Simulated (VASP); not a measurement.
# Na (Fm-3m) in VASP: further runs

The runs below take Na through single point, with LDA, r2SCAN.

Program: VASP 6.6.1. These are calculated values, not measurements. Logs are shortened: lines on timing, memory, paths and dates and some standing lists are left out, and cuts for length are marked.

### 1 The cell of the first run

It takes space group Fm-3m (No. 225, cubic). The conventional cell has a = 5.112 Å, b = 5.112 Å, c = 5.112 Å, α = 90.00°, β = 90.00°, γ = 90.00°. Within 4.7 Å of Na (site symmetry m-3m) lie 12 Na at 3.61 Å.

### 2 Single point, LDA

Input file INCAR:

```
SYSTEM = Na
PREC = Accurate ; ENCUT = 520
EDIFF = 1E-6 ; ISMEAR = -1
SIGMA = 0.05 ; LREAL = .FALSE.
LASPH = .TRUE. ; NELM = 100
ALGO = Normal ; ISIF = 2
LWAVE = .FALSE. ; LCHARG = .TRUE.
LELF = .TRUE. ; LVHAR = .TRUE.
NBANDS = 10
```

Input file KPOINTS:

```
regular mesh
0
G
  13 13 13
  0 0 0
```

Input file POSCAR:

```
Na
1.0
    0.0000000000      2.5560155302      2.5560155302
    2.5560155302      0.0000000000      2.5560155302
    2.5560155302      2.5560155302      0.0000000000
Na
1
Direct
    0.0000000000      0.0000000000      0.0000000000
```

Potentials or basis: VASP PAW LDA potentials, release 64 (Na_pv).

On the command line:

```console
> cat potpaw_LDA.64/Na_pv/POTCAR > POTCAR
> mpirun -np 1 vasp_std > vasp.out
```

OUTCAR:

```text
SYSTEM = Na
   PREC = Accurate
   ENCUT = 520
   EDIFF = 1E-6
   ISMEAR = -1
   LREAL = .FALSE.
   LASPH = .TRUE.
   NELM = 100
   ISIF = 2

 ion  position               nearest neighbor table
   1  0.000  0.000  0.000-

  LATTYP: Found a face centered cubic cell.
 ALAT       =     5.1120310604

  Lattice vectors:

 A1 = (   0.0000000000,   2.5560155302,   2.5560155302)
 A2 = (   2.5560155302,   0.0000000000,   2.5560155302)
 A3 = (   2.5560155302,   2.5560155302,   0.0000000000)

Analysis of symmetry for initial positions (statically):
=====================================================================
 Subroutine PRICEL returns:
 Original cell was already a primitive cell.

 Routine SETGRP: Setting up the symmetry group for a
 face centered cubic supercell.

 Subroutine GETGRP returns: Found 48 space group operations
 (whereof 48 operations were pure point group operations)
 out of a pool of 48 trial point group operations.

The static configuration has the point symmetry O_h .

Analysis of symmetry for dynamics (positions and initial velocities):
=====================================================================
 Subroutine PRICEL returns:
 Original cell was already a primitive cell.

 Routine SETGRP: Setting up the symmetry group for a
 face centered cubic supercell.

 Subroutine GETGRP returns: Found 48 space group operations
 (whereof 48 operations were pure point group operations)
 out of a pool of 48 trial point group operations.

The dynamic configuration has the point symmetry O_h .

 Subroutine INISYM returns: Found 48 space group operations
 (whereof 48 operations are pure point group operations),
 and found     1 'primitive' translations

----------------------------------------------------------------------------------------

                                     Primitive cell

  volume of cell :      33.3980

  direct lattice vectors                    reciprocal lattice vectors
     0.000000000  2.556015530  2.556015530    -0.195616965  0.195616965  0.195616965
     2.556015530  0.000000000  2.556015530     0.195616965 -0.195616965  0.195616965
     2.556015530  2.556015530  0.000000000     0.195616965  0.195616965 -0.195616965

  length of vectors
     3.614751828  3.614751828  3.614751828     0.338818522  0.338818522  0.338818522

  position of ions in fractional coordinates (direct lattice)
     0.000000000  0.000000000  0.000000000

  ion indices of the primitive-cell ions
   primitive index   ion index
                 1           1

----------------------------------------------------------------------------------------

 KPOINTS: regular mesh

Automatic generation of k-mesh.
 Grid dimensions read from file:
 generate k-points for:   13   13   13

 Generating k-lattice:

  Cartesian coordinates                     Fractional coordinates (reciprocal lattice)
    -0.015047459  0.015047459  0.015047459     0.076923077  0.000000000  0.000000000
     0.015047459 -0.015047459  0.015047459     0.000000000  0.076923077  0.000000000
     0.015047459  0.015047459 -0.015047459     0.000000000  0.000000000  0.076923077

  Length of vectors
     0.026062963  0.026062963  0.026062963

  Shift w.r.t. Gamma in fractional coordinates (k-lattice)
     0.000000000  0.000000000  0.000000000

 Subroutine IBZKPT returns following result:
 ===========================================

 Found     84 irreducible k-points:

 Following reciprocal coordinates:
            Coordinates               Weight
  0.000000  0.000000  0.000000      1.000000
  0.076923  0.000000  0.000000      8.000000
  0.153846  0.000000  0.000000      8.000000
  0.230769  0.000000  0.000000      8.000000
  0.307692  0.000000  0.000000      8.000000
  0.384615  0.000000  0.000000      8.000000
[... 16 lines left out ...]
  0.384615  0.153846  0.000000     24.000000
  0.461538  0.153846  0.000000     24.000000
 [... further k-points ...]
   k-points           NKPTS =     84   k-points in BZ     NKDIM =     84   number of bands    NBANDS=     10
   number of dos      NEDOS =    301   number of ions     NIONS =      1
   total plane-waves  NPLWV =  21952
   dimension x,y,z NGX =    28 NGY =   28 NGZ =   28
   dimension x,y,z NGXF=    56 NGYF=   56 NGZF=   56
   ions per type =               1
   NGX,Y,Z   is equivalent  to a cutoff of  12.88, 12.88, 12.88 a.u.
   NGXF,Y,Z  is equivalent  to a cutoff of  25.75, 25.75, 25.75 a.u.
 SYSTEM =  Na
   PREC   = accura    normal or accurate (medium, high low for compatibility)
   ISTART =      0    job   : 0-new  1-cont  2-samecut
   ICHARG =      2    charge: 1-file 2-atom 10-const
   ISPIN  =      1    spin polarized calculation?
   LNONCOLLINEAR =      F non collinear calculations
   LSORBIT =      F    spin-orbit coupling
   LASPH  =      T    aspherical Exc in radial PAW
   ENCUT  =  520.0 eV  38.22 Ry    6.18 a.u.   6.72  6.72  6.72*2*pi/ulx,y,z
   NELM   =    100;   NELMIN=  2; NELMDL= -5     # of ELM steps
   EDIFF  = 0.1E-05   stopping-criterion for ELM
   LREAL  =      F    real-space projection
   EDIFFG = 0.1E-04   stopping-criterion for IOM
   NSW    =      0    number of steps for IOM
   IBRION =     -1    ionic relax: 0-MD 1-quasi-New 2-CG
   NFREE  =      0    steps in history (QN), initial steepest desc. (CG)
   ISIF   =      2    stress and relaxation
   ISYM   =      2    0-nonsym 1-usesym 2-fastsym
   POTIM  = 0.5000    time-step for ionic-motion
   TEBEG  =    0.0;   TEEND  =   0.0 temperature during run
   PSTRESS=    0.0 pullay stress
   NELECT =       7.0000    total number of electrons
   NUPDOWN=      -1.0000    fix difference up-down
   EMIN   =  10.00;   EMAX   =-10.00  energy-range for DOS
   EFERMI =   0.00;   METHOD = LEGACY
   ISMEAR =    -1;   SIGMA  =   0.05  broadening in eV -4-tet -1-fermi 0-gaus
   EFERMI_NEDOS =   21; number of points for ismear=-14 and -15
   IALGO  =     38    algorithm
   IMIX   =      4    mixing-type and parameters
     AMIX     =   0.40;   BMIX     =  1.00
     AMIX_MAG =   1.60;   BMIX_MAG =  1.00
  volume/ion in A,a.u.               =      33.40       225.38
  Fermi-wavevector in a.u.,A,eV,Ry     =   0.972450  1.837664 12.866476  0.945659
  Thomas-Fermi vector in A             =   2.102750
   LORBIT       =      0    0 simple, 1 ext, 2 COOP (PROOUT), +10 PAW based schemes
   GGA     = CA    functional components
   LHFCALC =     F    Hartree Fock is set to
   AEXX    =    0.0000 exact exchange contribution
   IVDW    =     0    specifies the selected vdW correction
   LEPSILON=     F    determine dielectric tensor
   LRPA    =     F    only Hartree local field effects (RPA)
 non-spin polarized calculation
  energy-cutoff  :      520.00
  volume of cell :       33.40
 maximum number of plane-waves:       914
   NGX = 13   NGY = 13   NGZ = 13

 number of electron       6.9999992 magnetization

 Free energy of the ion-electron system (eV)
  ---------------------------------------------------
  ext. energy  EPLUGINS =         0.00000000
  ---------------------------------------------------
  free energy    TOTEN  =        -1.45419286 eV

  energy without entropy =       -1.44952485  energy(sigma->0) =       -1.45185886

 E-fermi :   0.4813     XC(G=0):  -7.0271

 val. band max:        0.3700222203   @ k =   0.3846   0.3846   0.0000
 cond. band min:       0.4975297980   @ k =  -0.3077   0.2308   0.0769
 fundamental gap:      0.1275075777
 Fermi energy:         0.4812558862

 k-point     1 :       0.0000    0.0000    0.0000
  band No.  band energies     occupation
      1     -24.3957      2.00000
      2     -24.3957      2.00000
      3     -24.3957      2.00000
      4      -3.0442      2.00000
      5      12.1378      0.00000
      6      12.1378      0.00000
      7      12.1378      0.00000
      8      13.4924      0.00000
      9      13.9799      0.00000
     10      13.9799      0.00000

 k-point     2 :       0.0769    0.0000    0.0000
  band No.  band energies     occupation
      1     -24.3988      2.00000
      2     -24.3962      2.00000
      3     -24.3962      2.00000
      4      -2.9380      2.00000
      5      10.6595      0.00000
      6      11.9495      0.00000
      7      11.9495      0.00000
      8      13.5484      0.00000
      9      14.3261      0.00000
     10      14.3261      0.00000

 k-point     3 :       0.1538    0.0000    0.0000
  band No.  band energies     occupation
      1     -24.4071      2.00000
      2     -24.3973      2.00000
      3     -24.3973      2.00000
      4      -2.6212      2.00000
      5       8.6784      0.00000
      6      11.6156      0.00000
      7      11.6156      0.00000
      8      13.1416      0.00000
      9      14.9336      0.00000
     10      14.9339      0.00000

 k-point     4 :       0.2308    0.0000    0.0000
  band No.  band energies     occupation
      1     -24.4187      2.00000
      2     -24.3989      2.00000
      3     -24.3989      2.00000
      4      -2.0979      2.00000
      5       6.7751      0.00000
      6      11.3406      0.00000
      7      11.3406      0.00000
      8      12.7773      0.00000
      9      14.1928      0.00000
     10      14.1928      0.00000
[... 222 lines left out ...]
 k-point    22 :       0.3077    0.1538    0.0000
  band No.  band energies     occupation
      1     -24.4243      2.00000
      2     -24.4036      2.00000
      3     -24.4033      2.00000
      4      -1.5118      2.00000
      5       6.4552      0.00000
      6       9.6326      0.00000
      7       9.6610      0.00000
      8      10.9091      0.00000
      9      13.8052      0.00000
     10      16.2159      0.00000

 k-point    23 :       0.3846    0.1538    0.0000
  band No.  band energies     occupation
      1     -24.4339      2.00000
      2     -24.4058      2.00000
      3     -24.4050      2.00000
      4      -0.7303      2.00000
      5       4.7698      0.00000
      6       9.0339      0.00000
      7       9.5754      0.00000
      8      10.6860      0.00000
      9      15.0458      0.00000
     10      15.4221      0.00000

 k-point    24 :       0.4615    0.1538    0.0000
  band No.  band energies     occupation
      1     -24.4409      2.00000
      2     -24.4083      2.00000
      3     -24.4055      2.00000
      4       0.2351      1.98556
      5       3.2341      0.00000
      6       8.4818      0.00000
      7       9.6565      0.00000
      8      10.6903      0.00000
      9      14.7705      0.00000
     10      15.7620      0.00000

 [... further k-points ...]
[... 5 lines left out ...]
  --------------------------------------------------------------------------------------
  -------------------------------------------------------------------------------------
  Total       -0.0061692     -0.0061692     -0.0061692      0.0000000      0.0000000     -0.0000000
  in kB       -0.2959513     -0.2959513     -0.2959513      0.0000000      0.0000000     -0.0000000
  external PRESSURE =      -0.2959513 kB  Pullay stress =       0.0000000 kB

 VOLUME and BASIS-vectors are now :
 -----------------------------------------------------------------------------
  energy-cutoff  :      520.00
  volume of cell :       33.40
      direct lattice vectors                 reciprocal lattice vectors
     0.000000000  2.556015530  2.556015530    -0.195616965  0.195616965  0.195616965
     2.556015530  0.000000000  2.556015530     0.195616965 -0.195616965  0.195616965
     2.556015530  2.556015530  0.000000000     0.195616965  0.195616965 -0.195616965

 POSITION                                       TOTAL-FORCE (eV/Angst)
 -----------------------------------------------------------------------------------
      0.00000      0.00000      0.00000        -0.000000     -0.000000     -0.000000
 -----------------------------------------------------------------------------------
    total drift:                               -0.000000     -0.000000     -0.000000

  FREE ENERGIE OF THE ION-ELECTRON SYSTEM (eV)
  ---------------------------------------------------
  free  energy   TOTEN  =        -1.4541928571 eV

  energy  without entropy=       -1.4495248538  energy(sigma->0) =       -1.45185886
```

Wall time 20 s (1 thread of Intel Xeon Platinum 8259CL at 2.50GHz (Skylake/Cascade Lake), shared host); peak memory 0.14 GiB.

What came out:

| Property | Result |
| --- | --- |
| Free energy | -1.4542 eV |
| Pressure | 0.0 GPa |

### 3 Single point, r2SCAN

This run uses another cell than the first one, of 31.73 Å³/atom, 0.950 times its volume.

Input file POSCAR:

```
Na
1.0
    0.0000000000      2.5126848622      2.5126848622
    2.5126848622      0.0000000000      2.5126848622
    2.5126848622      2.5126848622      0.0000000000
Na
1
Direct
    0.0000000000      0.0000000000      0.0000000000
```

Input file INCAR.step1:

```
SYSTEM = Na
PREC = Accurate ; ENCUT = 520
ISMEAR = -1 ; SIGMA = 0.05
LREAL = .False. ; LASPH = .True.
NELM = 100 ; NBANDS = 10
GGA = PE ; ALGO = Normal
EDIFF = 1E-4 ; LWAVE = .True.
LCHARG = .False.
```

Input file INCAR.step2:

```
SYSTEM = Na
PREC = Accurate ; ENCUT = 520
EDIFF = 1E-6 ; ISMEAR = -1
SIGMA = 0.05 ; LREAL = .False.
LASPH = .True. ; NELM = 100
ALGO = Normal ; ISIF = 2
LWAVE = .False. ; LCHARG = .False.
METAGGA = R2SCAN ; LMIXTAU = .True.
NBANDS = 10 ; ISTART = 1
```

Input file KPOINTS:

```
Automatic mesh
0
Gamma
  13 13 13
  0 0 0
```

Potentials or basis: VASP PAW PBE potentials, release 64 (Na_pv).

On the command line:

```console
> cat potpaw_PBE.64/Na_pv/POTCAR > POTCAR
> cp INCAR.step1 INCAR
> mpirun -np 1 vasp_std > vasp.out
> cp INCAR.step2 INCAR
> mpirun -np 1 vasp_std > vasp.out
```

It took 1.7 min on 1 thread of Intel Xeon Platinum 8259CL at 2.50GHz (Skylake/Cascade Lake), shared host; peak memory 0.16 GiB.

The run converged. Its results:

| Property | Result |
| --- | --- |
| Free energy | -3.5239 eV |
| Pressure | 1.8 GPa |

Levels at points of the mesh, in eV from the Fermi level:
```csv
k point,band 2,band 3,band 4,band 5,band 6,band 7
"(0.00, 0.00, 0.00)",-25.91,-25.91,-3.86,12.72,12.72,12.72
```

Caveat: the PAW data sets were made with another functional, which shifts forces and pressure a little.
